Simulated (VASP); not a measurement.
Write the native input for VASP 6.6.1 that does the following.

```
Task                   : relaxation of cell and atoms
Functional             : r2SCAN
Potentials or basis    : VASP PAW PBE potentials, release 64 (Ir)
Cutoff                 : 600 eV
k mesh                 : 19 × 19 × 19
Occupations            : fermi-dirac, width 0.1 eV
Spin                   : no spin polarisation
Dipole correction      : no
Further INCAR settings : ALGO = Normal; EDIFF = 1e-06; IBRION = 2; EDIFFG = -0.005; NSW = 60; ISIF = 3
```

Crystal: Ir.

```
Ir
1.0
     0.00000    1.91974    1.91974
     1.91974    0.00000    1.91974
     1.91974    1.91974    0.00000
Ir
1
Direct
  0.00000 0.00000 0.00000
```

One way to write it, as run:

POSCAR

```
Ir
1.0
    0.0000000000      1.9197388244      1.9197388244
    1.9197388244      0.0000000000      1.9197388244
    1.9197388244      1.9197388244      0.0000000000
Ir
1
Direct
    0.0000000000      0.0000000000      0.0000000000
```

INCAR.step1

```
SYSTEM = Ir
  PREC = Accurate
  ENCUT = 600
  ISMEAR = -1
  SIGMA = 0.1
  LREAL = .FALSE.
  LASPH = .TRUE.
  NELM = 60
  GGA = PE
  ALGO = Normal
  EDIFF = 1E-4
  LWAVE = .TRUE.
  LCHARG = .FALSE.
```

INCAR.step2

```
SYSTEM = Ir
  PREC = Accurate
  ENCUT = 600
  EDIFF = 1E-6
  ISMEAR = -1
  SIGMA = 0.1
  LREAL = .FALSE.
  LASPH = .TRUE.
  NELM = 60
  ALGO = Normal
  ISIF = 3
  LWAVE = .FALSE.
  LCHARG = .FALSE.
  METAGGA = R2SCAN
  LMIXTAU = .TRUE.
  IBRION = 2
  NSW = 60
  EDIFFG = -0.005
  ISTART = 1
```

KPOINTS

```
Automatic mesh
0
G
  19 19 19
  0 0 0
```

Potentials or basis: VASP PAW PBE potentials, release 64 (Ir).

Launch:

```console
$ cat potpaw_PBE.64/Ir/POTCAR > POTCAR
$ cp INCAR.step1 INCAR
$ mpirun -np 1 vasp_std > vasp.out
$ cp INCAR.step2 INCAR
$ mpirun -np 1 vasp_std > vasp.out
```

It gave:

```yaml
Relaxed_volume: 14.31 Å³/atom
Relaxed_cell: a = 2.725 Å, b = 2.725 Å, c = 2.725 Å, α = 60.00°, β = 60.00°, γ = 60.00°
Space_group_after_relaxing_to_0.1_Å: Fm-3m (No. 225)
Energy_gained_by_relaxing: 2.2 meV/atom
Ionic_steps: 4
Pressure_after_relaxing: 0.0 GPa
Band_gap_on_the_k_mesh: zero (an odd number of electrons rules out a gap without spin polarisation)
```

Caveat: the PAW data sets were made with another functional, which shifts forces and pressure a little; spin-orbit coupling is left out, which moves the levels of the heavy elements.

It took 6.3 min on 1 thread of Intel Xeon 8259CL (shared host), peak memory 0.18 GiB.
